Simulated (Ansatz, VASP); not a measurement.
## ZnS: VASP beside Ansatz

The input INCAR:

```
PREC = Accurate ; ENCUT = 520
EDIFF = 1E-7 ; ISMEAR = -1
SIGMA = 0.02 ; LREAL = F
LASPH = T ; NELM = 60
ALGO = Normal ; ISIF = 2
LWAVE = F ; LCHARG = F
GGA = PE ; NBANDS = 26
```

KPOINTS

```
Automatic mesh
0
Gamma
  12 12 4
```

Contents of POSCAR:

```
ZnS
1.0
    3.8054508444      0.0000000000      0.0000000000
   -1.9027254222      3.2956171041      0.0000000000
    0.0000000000      0.0000000000      6.2439931014
Zn S
2 2
Direct
    0.3333333333      0.6666666667      0.0003381269
    0.6666666667      0.3333333333      0.5003381269
    0.3333333333      0.6666666667      0.3746618731
    0.6666666667      0.3333333333      0.8746618731
```

Input for Ansatz:

```yaml
crystal:
  lattice:
    - [3.8054508444, 0.0, 0.0]
    - [-1.9027254222, 3.2956171041, 0.0]
    - [0.0, 0.0, 6.2439931014]
  atoms:
    - { symbol: Zn, position: [0.3333333333, 0.6666666667, 0.0003381269] }
    - { symbol: Zn, position: [0.6666666667, 0.3333333333, 0.5003381269] }
    - { symbol: S, position: [0.3333333333, 0.6666666667, 0.3746618731] }
    - { symbol: S, position: [0.6666666667, 0.3333333333, 0.8746618731] }
kpoints:
  mp_grid: { grid: [12, 12, 4] }
  band_path:
    path:
      - [[0.0, 0.0, 0.0], [0.5, 4.210792009447e-17, 1.325962746344e-18], [0.3333333333333, 0.3333333333333, 9.165198160548e-19], [0.0, 0.0, 0.0], [-2.502646524706e-35, 1.230358247102e-35, 0.5], [0.5, 4.199382597351e-17, 0.5], [0.3333333333333, 0.3333333333333, 0.5], [-2.502646524706e-35, 1.230358247102e-35, 0.5]]
      - [[0.5, 4.199382597351e-17, 0.5], [0.5, 4.210792009447e-17, 1.325962746344e-18]]
      - [[0.3333333333333, 0.3333333333333, 0.5], [0.3333333333333, 0.3333333333333, 9.165198160548e-19]]
    npoints: 10
hamiltonian:
  xc: pbe
scf:
  occupations: { method: fermi_dirac, width: 0.02 }
  n_extra_bands: 5
output:
  forces: true
  stress: true
  eigenvalues: true
```

Alike in both runs: task single point; functional PBE; k mesh 12 × 12 × 4; occupations fermi-dirac, width 0.02 eV; no spin polarisation.

```csv
,VASP,Ansatz
version,VASP 6.6.1,Ansatz 0.2.0
potentials or method,"VASP PAW PBE potentials, release 64 (Zn, S)","plane waves, PAW"
plane-wave cutoff (eV),520,420
valence electrons in the cell,36,36
```

Ansatz gave:

| Quantity | Value |
| --- | --- |
| gap on the k mesh at the Fermi level (eV) | 2.21 |
| pressure (GPa) | 2.3 |

Which values does VASP return?

gap on the k mesh at the Fermi level (eV): 2.22; pressure (GPa): 2.4.

With one functional, cell and mesh, what is left measures potentials, basis and numerics.
